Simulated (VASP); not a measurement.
# Sn (Fd-3m) in VASP: a series of runs

Runs on Sn. Level: PBEsol. Tasks: single point.

Program: VASP 6.6.1. These are calculated values, not measurements. Logs are shortened: lines on timing, memory, paths and dates and some standing lists are left out, and cuts for length are marked.

### Step 1. The cell of the first run

The structure is cubic, space group Fd-3m (No. 227). The conventional cell has a = 6.542 Å, b = 6.542 Å, c = 6.542 Å, α = 90.00°, β = 90.00°, γ = 90.00°. Sn (site symmetry -43m) has 4 Sn at 2.83 Å within 3.7 Å.

This isn't the form of Sn at room conditions, which is tetragonal (white tin).

### Step 2. Single point, PBEsol

INCAR reads:

```
PREC = Accurate
ENCUT = 520
EDIFF = 1E-7
ISMEAR = -1
SIGMA = 0.1
LREAL = F
LASPH = T
NELM = 100
ALGO = Normal
ISIF = 2
LWAVE = F
LCHARG = F
GGA = PS
NBANDS = 21
```

KPOINTS reads:

```
Automatic mesh
0
Gamma
  10 10 10
```

POSCAR reads:

```
Sn
1.0
    0.0000000000      3.2710663102      3.2710663102
    3.2710663102      0.0000000000      3.2710663102
    3.2710663102      3.2710663102      0.0000000000
Sn
2
Direct
   -0.1250000000     -0.1250000000     -0.1250000000
    0.1250000000      0.1250000000      0.1250000000
```

Potentials or basis: VASP PAW PBE potentials, release 64 (Sn_d).

Started as:

```console
cat potpaw_PBE.64/Sn_d/POTCAR > POTCAR
mpirun -np 1 vasp_std > vasp.out
```

OUTCAR:

```text
PREC = Accurate
   ENCUT = 520
   EDIFF = 1E-7
   ISMEAR = -1
   LREAL = F
   LASPH = T
   NELM = 100
   ISIF = 2
   GGA = PS

 ion  position               nearest neighbor table
   1  0.875  0.875  0.875-   2 2.83   2 2.83   2 2.83   2 2.83
   2  0.125  0.125  0.125-   1 2.83   1 2.83   1 2.83   1 2.83

  LATTYP: Found a face centered cubic cell.
 ALAT       =     6.5421326204

  Lattice vectors:

 A1 = (   0.0000000000,   3.2710663102,   3.2710663102)
 A2 = (   3.2710663102,   0.0000000000,   3.2710663102)
 A3 = (   3.2710663102,   3.2710663102,   0.0000000000)

Analysis of symmetry for initial positions (statically):
=====================================================================
 Subroutine PRICEL returns:
 Original cell was already a primitive cell.

 Routine SETGRP: Setting up the symmetry group for a
 face centered cubic supercell.

 Subroutine GETGRP returns: Found 48 space group operations
 (whereof 12 operations were pure point group operations)
 out of a pool of 48 trial point group operations.

The static configuration has the point symmetry D_3d.
 The point group associated with its full space group is O_h .

Analysis of symmetry for dynamics (positions and initial velocities):
=====================================================================
 Subroutine PRICEL returns:
 Original cell was already a primitive cell.

 Routine SETGRP: Setting up the symmetry group for a
 face centered cubic supercell.

 Subroutine GETGRP returns: Found 48 space group operations
 (whereof 12 operations were pure point group operations)
 out of a pool of 48 trial point group operations.

The dynamic configuration has the point symmetry D_3d.
 The point group associated with its full space group is O_h .

 Subroutine INISYM returns: Found 48 space group operations
 (whereof 12 operations are pure point group operations),
 and found     1 'primitive' translations

----------------------------------------------------------------------------------------

                                     Primitive cell

  volume of cell :      70.0000

  direct lattice vectors                    reciprocal lattice vectors
     0.000000000  3.271066310  3.271066310    -0.152855354  0.152855354  0.152855354
     3.271066310  0.000000000  3.271066310     0.152855354 -0.152855354  0.152855354
     3.271066310  3.271066310  0.000000000     0.152855354  0.152855354 -0.152855354

  length of vectors
     4.625986339  4.625986339  4.625986339     0.264753240  0.264753240  0.264753240

  position of ions in fractional coordinates (direct lattice)
     0.875000000  0.875000000  0.875000000
     0.125000000  0.125000000  0.125000000

  ion indices of the primitive-cell ions
   primitive index   ion index
                 1           1
                 2           2

----------------------------------------------------------------------------------------

 KPOINTS: Automatic mesh

Automatic generation of k-mesh.
 Grid dimensions read from file:
 generate k-points for:   10   10   10

 Generating k-lattice:

  Cartesian coordinates                     Fractional coordinates (reciprocal lattice)
    -0.015285535  0.015285535  0.015285535     0.100000000  0.000000000  0.000000000
     0.015285535 -0.015285535  0.015285535     0.000000000  0.100000000  0.000000000
     0.015285535  0.015285535 -0.015285535     0.000000000  0.000000000  0.100000000

  Length of vectors
     0.026475324  0.026475324  0.026475324

  Shift w.r.t. Gamma in fractional coordinates (k-lattice)
     0.000000000  0.000000000  0.000000000

 Subroutine IBZKPT returns following result:
 ===========================================

 Found     47 irreducible k-points:

 Following reciprocal coordinates:
            Coordinates               Weight
  0.000000  0.000000  0.000000      1.000000
  0.100000  0.000000  0.000000      8.000000
  0.200000  0.000000  0.000000      8.000000
  0.300000  0.000000  0.000000      8.000000
  0.400000  0.000000  0.000000      8.000000
  0.500000  0.000000  0.000000      4.000000
[... 16 lines left out ...]
  0.300000  0.300000  0.000000      6.000000
  0.400000  0.300000  0.000000     24.000000
 [... further k-points ...]
   k-points           NKPTS =     47   k-points in BZ     NKDIM =     47   number of bands    NBANDS=     21
   number of dos      NEDOS =    301   number of ions     NIONS =      2
   total plane-waves  NPLWV =  46656
   dimension x,y,z NGX =    36 NGY =   36 NGZ =   36
   dimension x,y,z NGXF=    72 NGYF=   72 NGZF=   72
   ions per type =               2
   NGX,Y,Z   is equivalent  to a cutoff of  12.94, 12.94, 12.94 a.u.
   NGXF,Y,Z  is equivalent  to a cutoff of  25.87, 25.87, 25.87 a.u.
 SYSTEM =  unknown system
   PREC   = accura    normal or accurate (medium, high low for compatibility)
   ISTART =      0    job   : 0-new  1-cont  2-samecut
   ICHARG =      2    charge: 1-file 2-atom 10-const
   ISPIN  =      1    spin polarized calculation?
   LNONCOLLINEAR =      F non collinear calculations
   LSORBIT =      F    spin-orbit coupling
   LASPH  =      T    aspherical Exc in radial PAW
   ENCUT  =  520.0 eV  38.22 Ry    6.18 a.u.   8.60  8.60  8.60*2*pi/ulx,y,z
   NELM   =    100;   NELMIN=  2; NELMDL= -5     # of ELM steps
   EDIFF  = 0.1E-06   stopping-criterion for ELM
   LREAL  =      F    real-space projection
   EDIFFG = 0.1E-05   stopping-criterion for IOM
   NSW    =      0    number of steps for IOM
   IBRION =     -1    ionic relax: 0-MD 1-quasi-New 2-CG
   NFREE  =      0    steps in history (QN), initial steepest desc. (CG)
   ISIF   =      2    stress and relaxation
   ISYM   =      2    0-nonsym 1-usesym 2-fastsym
   POTIM  = 0.5000    time-step for ionic-motion
   TEBEG  =    0.0;   TEEND  =   0.0 temperature during run
   PSTRESS=    0.0 pullay stress
   NELECT =      28.0000    total number of electrons
   NUPDOWN=      -1.0000    fix difference up-down
   EMIN   =  10.00;   EMAX   =-10.00  energy-range for DOS
   EFERMI =   0.00;   METHOD = LEGACY
   ISMEAR =    -1;   SIGMA  =   0.10  broadening in eV -4-tet -1-fermi 0-gaus
   EFERMI_NEDOS =   21; number of points for ismear=-14 and -15
   IALGO  =     38    algorithm
   IMIX   =      4    mixing-type and parameters
     AMIX     =   0.40;   BMIX     =  1.00
     AMIX_MAG =   1.60;   BMIX_MAG =  1.00
  volume/ion in A,a.u.               =      35.00       236.19
  Fermi-wavevector in a.u.,A,eV,Ry     =   1.206225  2.279434 19.796173  1.454978
  Thomas-Fermi vector in A             =   2.341898
   LORBIT       =      0    0 simple, 1 ext, 2 COOP (PROOUT), +10 PAW based schemes
   GGA     = PS    functional components
   LHFCALC =     F    Hartree Fock is set to
   AEXX    =    0.0000 exact exchange contribution
   IVDW    =     0    specifies the selected vdW correction
   LEPSILON=     F    determine dielectric tensor
   LRPA    =     F    only Hartree local field effects (RPA)
 non-spin polarized calculation
  energy-cutoff  :      520.00
  volume of cell :       70.00
 maximum number of plane-waves:      1901
 NGX is ok and might be reduce to    36
   NGX = 17   NGY = 17   NGZ = 17

 number of electron      27.9999986 magnetization

 Free energy of the ion-electron system (eV)
  ---------------------------------------------------
  ext. energy  EPLUGINS =         0.00000000
  ---------------------------------------------------
  free energy    TOTEN  =        -8.46707175 eV

  energy without entropy =       -8.45999517  energy(sigma->0) =       -8.46353346

 E-fermi :   5.2252     XC(G=0):  -8.9613

 val. band max:        5.1899031484   @ k =   0.4000   0.0000   0.0000
 cond. band min:       5.3213634409   @ k =   0.0000   0.0000   0.0000
 fundamental gap:      0.1314602925
 Fermi energy:         5.2251525585

 k-point     1 :       0.0000    0.0000    0.0000
  band No.  band energies     occupation
      1     -16.3177      2.00000
      2     -16.3177      2.00000
      3     -16.3177      2.00000
      4     -16.2605      2.00000
      5     -16.2605      2.00000
      6     -15.9683      2.00000
[... 13 lines left out ...]
     20      13.1475      0.00000
     21      13.1476      0.00000

 k-point     2 :       0.1000    0.0000    0.0000
  band No.  band energies     occupation
      1     -16.3248      2.00000
      2     -16.3248      2.00000
      3     -16.3154      2.00000
      4     -16.2507      2.00000
      5     -16.2507      2.00000
      6     -15.9851      2.00000
[... 13 lines left out ...]
     20      12.4216      0.00000
     21      12.4216      0.00000

 k-point     3 :       0.2000    0.0000    0.0000
  band No.  band energies     occupation
      1     -16.3368      2.00000
      2     -16.3368      2.00000
      3     -16.3092      2.00000
      4     -16.2321      2.00000
      5     -16.2321      2.00000
      6     -16.0034      2.00000
[... 13 lines left out ...]
     20      12.0216      0.00000
     21      12.0216      0.00000

 k-point     4 :       0.3000    0.0000    0.0000
  band No.  band energies     occupation
      1     -16.3458      2.00000
      2     -16.3458      2.00000
      3     -16.3012      2.00000
      4     -16.2158      2.00000
      5     -16.2158      2.00000
      6     -16.0169      2.00000
[... 13 lines left out ...]
     20      12.2662      0.00000
     21      12.2662      0.00000

 k-point     5 :       0.4000    0.0000    0.0000
  band No.  band energies     occupation
      1     -16.3506      2.00000
      2     -16.3506      2.00000
      3     -16.2945      2.00000
      4     -16.2062      2.00000
      5     -16.2062      2.00000
      6     -16.0241      2.00000
[... 13 lines left out ...]
     20      13.1118      0.00000
     21      13.1118      0.00000
[... 382 lines left out ...]
     20      12.6101      0.00000
     21      14.0271      0.00000

 k-point    22 :      -0.2000    0.2000    0.0000
  band No.  band energies     occupation
      1     -16.3580      2.00000
      2     -16.3564      2.00000
      3     -16.2797      2.00000
      4     -16.2169      2.00000
      5     -16.1880      2.00000
      6     -16.0490      2.00000
[... 13 lines left out ...]
     20      12.8655      0.00000
     21      13.3909      0.00000

 k-point    23 :       0.3000    0.3000    0.0000
  band No.  band energies     occupation
      1     -16.3512      2.00000
      2     -16.3512      2.00000
      3     -16.3112      2.00000
      4     -16.1977      2.00000
      5     -16.1431      2.00000
      6     -16.1211      2.00000
[... 13 lines left out ...]
     20      13.8833      0.00000
     21      14.1430      0.00000

 k-point    24 :       0.4000    0.3000    0.0000
  band No.  band energies     occupation
      1     -16.3642      2.00000
      2     -16.3577      2.00000
      3     -16.2892      2.00000
      4     -16.1775      2.00000
      5     -16.1454      2.00000
      6     -16.1197      2.00000
[... 13 lines left out ...]
     20      14.3274      0.00000
     21      14.5904      0.00000

 [... further k-points ...]

------------------------ aborting loop because EDIFF is reached ----------------------------------------

  FORCE on cell =-STRESS in cart. coord.  units (eV):
  Direction    XX          YY          ZZ          XY          YZ          ZX
  --------------------------------------------------------------------------------------
  -------------------------------------------------------------------------------------
  Total       -0.0309324     -0.0309324     -0.0309324     -0.0000000      0.0000000      0.0000000
  in kB       -0.7079891     -0.7079891     -0.7079891     -0.0000000      0.0000000      0.0000000
  external PRESSURE =      -0.7079891 kB  Pullay stress =       0.0000000 kB

 VOLUME and BASIS-vectors are now :
 -----------------------------------------------------------------------------
  energy-cutoff  :      520.00
  volume of cell :       70.00
      direct lattice vectors                 reciprocal lattice vectors
     0.000000000  3.271066310  3.271066310    -0.152855354  0.152855354  0.152855354
     3.271066310  0.000000000  3.271066310     0.152855354 -0.152855354  0.152855354
     3.271066310  3.271066310  0.000000000     0.152855354  0.152855354 -0.152855354

 POSITION                                       TOTAL-FORCE (eV/Angst)
 -----------------------------------------------------------------------------------
      5.72437      5.72437      5.72437         0.000000      0.000000      0.000000
      0.81777      0.81777      0.81777        -0.000000     -0.000000     -0.000000
 -----------------------------------------------------------------------------------
    total drift:                                0.000000      0.000000      0.000000

  FREE ENERGIE OF THE ION-ELECTRON SYSTEM (eV)
  ---------------------------------------------------
  free  energy   TOTEN  =        -8.4670717478 eV

  energy  without entropy=       -8.4599951714  energy(sigma->0) =       -8.46353346
```

Wall time 99 s (1 thread of Intel Xeon 8259CL, shared host); peak memory 0.22 GiB.

What came out:

| Item | Value |
| --- | --- |
| Free energy | -8.4671 eV |
| Pressure | -0.1 GPa |
| Band gap on the k mesh | zero (bands 14 and 15 overlap by 0.19 eV) |

Levels at points of the mesh, in eV from the Fermi level:
| k point | band 10 | band 11 | band 12 | band 13 | band 14 | band 15 | band 16 | band 17 | band 18 | band 19 |
| --- | --- | --- | --- | --- | --- | --- | --- | --- | --- | --- |
| (0.00, 0.00, 0.00) | -21.19 | -10.46 | -0.85 | 0.10 | 0.10 | 0.10 | 2.16 | 2.16 | 2.16 | 4.85 |
| (0.50, 0.00, 0.00) | -21.14 | -8.88 | -6.22 | -1.07 | -1.07 | -0.10 | 3.21 | 3.21 | 5.55 | 8.31 |
| (0.50, 0.50, 0.00) | -21.12 | -7.44 | -7.44 | -2.38 | -2.38 | 0.80 | 0.80 | 7.57 | 7.57 | 9.06 |

Caveat: the PAW data sets were made with another functional, which shifts forces and pressure a little; spin-orbit coupling is left out, which moves the levels of the heavy elements.

### Step 3. Single point, PBEsol (35.00 Å³/atom)

INCAR reads:

```
SYSTEM = Sn
PREC = Accurate ; ENCUT = 520
EDIFF = 1E-6 ; ISMEAR = -1
SIGMA = 0.1 ; LREAL = .False.
LASPH = .True. ; NELM = 100
ALGO = Normal ; ISIF = 2
LWAVE = .False. ; LCHARG = .True.
GGA = PS ; LELF = .True.
LVHAR = .True. ; NBANDS = 21
```

KPOINTS reads:

```
regular mesh
0
Gamma
  10 10 10
  0 0 0
```

POSCAR is that of step 2.

Potentials or basis: VASP PAW PBE potentials, release 64 (Sn_d).

Started as:

```console
cat potpaw_PBE.64/Sn_d/POTCAR > POTCAR
mpirun -np 1 vasp_std > vasp.out
```

Wall time 98 s (1 thread of Intel Xeon 8259CL, shared host); peak memory 0.22 GiB.

Results (log left out):

| Property | Result |
| --- | --- |
| Free energy | -8.4671 eV |
| Pressure | -0.1 GPa |
| Band gap on the k mesh | zero (bands 14 and 15 overlap by 0.19 eV) |

Levels at points of the mesh, in eV from the Fermi level:
```tsv
k point	band 10	band 11	band 12	band 13	band 14	band 15	band 16	band 17	band 18	band 19
(0.00, 0.00, 0.00)	-21.19	-10.46	-0.85	0.10	0.10	0.10	2.16	2.16	2.16	4.85
(0.50, 0.00, 0.00)	-21.14	-8.88	-6.22	-1.07	-1.07	-0.10	3.21	3.21	5.55	8.31
(0.50, 0.50, 0.00)	-21.12	-7.44	-7.44	-2.38	-2.38	0.80	0.80	7.57	7.57	9.06
```

Caveat: the PAW data sets were made with another functional, which shifts forces and pressure a little; spin-orbit coupling is left out, which moves the levels of the heavy elements.

### Step 4. Single point, PBEsol, non-collinear spin, zero start, spin-orbit coupling

This run uses another cell than the first one, of 19.25 Å³/atom.

INCAR reads:

```
PREC = Accurate
ENCUT = 520
EDIFF = 1E-6
ISMEAR = -1
SIGMA = 0.1
LREAL = False
LASPH = True
NELM = 150
ALGO = Normal
ISIF = 2
LWAVE = False
LCHARG = False
MAGMOM = 0 0 0 0 0 0
LORBIT = 11
LSORBIT = True
GGA_COMPAT = False
LORBMOM = True
GGA = PS
NBANDS = 40
```

KPOINTS reads:

```
Automatic mesh
0
Gamma
  10 10 10
```

POSCAR reads:

```
Sn
1.0
    0.0000000000      2.6800542055      2.6800542055
    2.6800542055      0.0000000000      2.6800542055
    2.6800542055      2.6800542055      0.0000000000
Sn
2
Direct
   -0.1250000000     -0.1250000000     -0.1250000000
    0.1250000000      0.1250000000      0.1250000000
```

Started as:

```console
cat potpaw_PBE.64/Sn_d/POTCAR > POTCAR
mpirun -np 1 vasp_ncl > vasp.out
```

Run time: 4.4 min. Hardware: 1 thread of Intel Xeon 8259CL, shared host; peak memory 0.3 GiB.

The run converged. Its results:

- Free energy: -2.8713 eV
- Pressure: 102.0 GPa
- Net moment: 0.00 μB per cell
- Valence electrons inside the program's atomic spheres: Sn 13.37

Moments on the atoms (μB; x, y, z):
```
Sn  0.00 0.00 0.00
Sn  0.00 0.00 0.00
```

Caveat: the cell stands under pressure; the PAW data sets were made with another functional, which shifts forces and pressure a little.

The gap in the log of VASP goes by the Fermi energy; the results here count the filled bands.